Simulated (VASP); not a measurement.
# Ge (Fd-3m) in VASP: a series of runs, part 2 of 2

VASP 6.6.1.

## (5) Single point, r2SCAN (volume changed by +3%)

POSCAR reads:

```
Ge
1.0
    0.0000000000      2.8649631949      2.8649631949
    2.8649631949      0.0000000000      2.8649631949
    2.8649631949      2.8649631949      0.0000000000
Ge
2
Direct
    0.0000000000      0.0000000000      0.0000000000
    0.2500000000      0.2500000000      0.2500000000
```

INCAR.step1 reads:

```
SYSTEM = Ge
PREC     = Accurate       ! precision mode
ENCUT    = 520            ! plane-wave cutoff, eV
ISMEAR   = -1             ! smearing method
SIGMA    = 0.02           ! smearing width, eV
LREAL    = .False.        ! projectors in reciprocal space
LASPH    = .True.         ! aspherical terms in the spheres
NELM     = 80             ! most SCF steps
NBANDS   = 21             ! bands
GGA      = PE             ! functional
ALGO     = Normal         ! electronic algorithm
EDIFF    = 1E-4           ! SCF threshold, eV
LWAVE    = .True.         ! write WAVECAR
LCHARG   = .False.        ! write CHGCAR
```

INCAR.step2 reads:

```
SYSTEM = Ge
PREC     = Accurate       ! precision mode
ENCUT    = 520            ! plane-wave cutoff, eV
EDIFF    = 1E-6           ! SCF threshold, eV
ISMEAR   = -1             ! smearing method
SIGMA    = 0.02           ! smearing width, eV
LREAL    = .False.        ! projectors in reciprocal space
LASPH    = .True.         ! aspherical terms in the spheres
NELM     = 80             ! most SCF steps
ALGO     = Normal         ! electronic algorithm
ISIF     = 2              ! what is computed and relaxed
LWAVE    = .False.        ! write WAVECAR
LCHARG   = .False.        ! write CHGCAR
METAGGA  = R2SCAN         ! meta-GGA
LMIXTAU  = .True.       
NBANDS   = 21             ! bands
ISTART   = 1
```

KPOINTS reads:

```
Automatic mesh
0
Gamma
  6 6 6
  0 0 0
```

Potentials or basis: VASP PAW PBE potentials, release 64 (Ge_d).

The run is started by

```
$ cat potpaw_PBE.64/Ge_d/POTCAR > POTCAR
$ cp INCAR.step1 INCAR
$ mpirun -np 1 vasp_std > vasp.out
$ cp INCAR.step2 INCAR
$ mpirun -np 1 vasp_std > vasp.out
```

OUTCAR:

```text
SYSTEM = Ge
   PREC = Accurate
   ENCUT = 520
   EDIFF = 1E-6
   ISMEAR = -1
   LREAL = .False.
   LASPH = .True.
   NELM = 80
   ISIF = 2
   METAGGA = R2SCAN
   ISTART = 1

 ion  position               nearest neighbor table
   1  0.000  0.000  0.000-   2 2.48   2 2.48   2 2.48   2 2.48
   2  0.250  0.250  0.250-   1 2.48   1 2.48   1 2.48   1 2.48

  LATTYP: Found a face centered cubic cell.
 ALAT       =     5.7299263898

  Lattice vectors:

 A1 = (   0.0000000000,   2.8649631949,   2.8649631949)
 A2 = (   2.8649631949,   0.0000000000,   2.8649631949)
 A3 = (   2.8649631949,   2.8649631949,   0.0000000000)

Analysis of symmetry for initial positions (statically):
=====================================================================
 Subroutine PRICEL returns:
 Original cell was already a primitive cell.

 Routine SETGRP: Setting up the symmetry group for a
 face centered cubic supercell.

 Subroutine GETGRP returns: Found 48 space group operations
 (whereof 24 operations were pure point group operations)
 out of a pool of 48 trial point group operations.
[... 149 lines left out ...]
  ext. energy  EPLUGINS =         0.00000000
  ---------------------------------------------------
  free energy    TOTEN  =       -27.69683130 eV

  energy without entropy =      -27.69648321  energy(sigma->0) =      -27.69665726

 E-fermi :   4.4791     XC(G=0): -10.6174

 val. band max:        4.4424147932   @ k =   0.0000   0.0000   0.0000
 cond. band min:       4.4861314233   @ k =   0.0000   0.0000   0.0000
 fundamental gap:      0.0437166301
 Fermi energy:         4.4790830431

 k-point     1 :       0.0000    0.0000    0.0000
  band No.  band energies     occupation
      1     -20.9992      2.00000
      2     -20.9992      2.00000
      3     -20.9992      2.00000
      4     -20.9629      2.00000
      5     -20.9629      2.00000
      6     -20.7654      2.00000
[... 373 lines left out ...]
     20      15.8217      0.00000
     21      17.8449      0.00000

------------------------ aborting loop because EDIFF is reached ----------------------------------------

  FORCE on cell =-STRESS in cart. coord.  units (eV):
  Direction    XX          YY          ZZ          XY          YZ          ZX
  --------------------------------------------------------------------------------------
  -------------------------------------------------------------------------------------
  Total       -0.5524942     -0.5524942     -0.5524942      0.0000000      0.0000000      0.0000000
  in kB      -18.8213665    -18.8213665    -18.8213665      0.0000000      0.0000000      0.0000000
  external PRESSURE =     -18.8213665 kB  Pullay stress =       0.0000000 kB

 VOLUME and BASIS-vectors are now :
 -----------------------------------------------------------------------------
  energy-cutoff  :      520.00
  volume of cell :       47.03
      direct lattice vectors                 reciprocal lattice vectors
     0.000000000  2.864963195  2.864963195    -0.174522312  0.174522312  0.174522312
     2.864963195  0.000000000  2.864963195     0.174522312 -0.174522312  0.174522312
     2.864963195  2.864963195  0.000000000     0.174522312  0.174522312 -0.174522312

 POSITION                                       TOTAL-FORCE (eV/Angst)
 -----------------------------------------------------------------------------------
      0.00000      0.00000      0.00000         0.000000      0.000000      0.000000
      1.43248      1.43248      1.43248        -0.000000     -0.000000     -0.000000
 -----------------------------------------------------------------------------------
    total drift:                                0.000000      0.000000      0.000000

  FREE ENERGIE OF THE ION-ELECTRON SYSTEM (eV)
  ---------------------------------------------------
  free  energy   TOTEN  =       -27.6968312975 eV

  energy  without entropy=      -27.6964832139  energy(sigma->0) =      -27.69665726
```

It took 1.7 min on 1 thread of AMD EPYC 7R13, shared host; peak memory 0.14 GiB.

Results:

```yaml
Free_energy: -27.6968 eV
Pressure: -1.9 GPa
Band_gap_on_the_k_mesh: 0.04 eV, direct
```

Caveat: the PAW data sets were made with another functional, which shifts forces and pressure a little.

## (6) The runs side by side

| cell | gap on the mesh (eV) | pressure (GPa) |
| --- | --- | --- |
| a = 3.930 Å, angles 60.0°, 2 atoms | 0.63 | 5.2 |
| a = 3.971 Å, angles 60.0°, 2 atoms | 0.52 | 2.3 |
| a = 4.012 Å, angles 60.0°, 2 atoms | 0.32 | 0.0 |
| a = 4.052 Å, angles 60.0°, 2 atoms | 0.04 | -1.9 |

Alike in all rows: task single point; level r2SCAN; potentials or basis VASP PAW PBE potentials, release 64 (Ge_d); no spin polarisation; k mesh 6 × 6 × 6; cutoff (eV) 520; smearing fermi-dirac 0.02 eV.

Caveats: the PAW data sets were made with another functional, which shifts forces and pressure a little.

Total energies depend on the potentials used, so only differences within one code and one set of settings carry meaning.
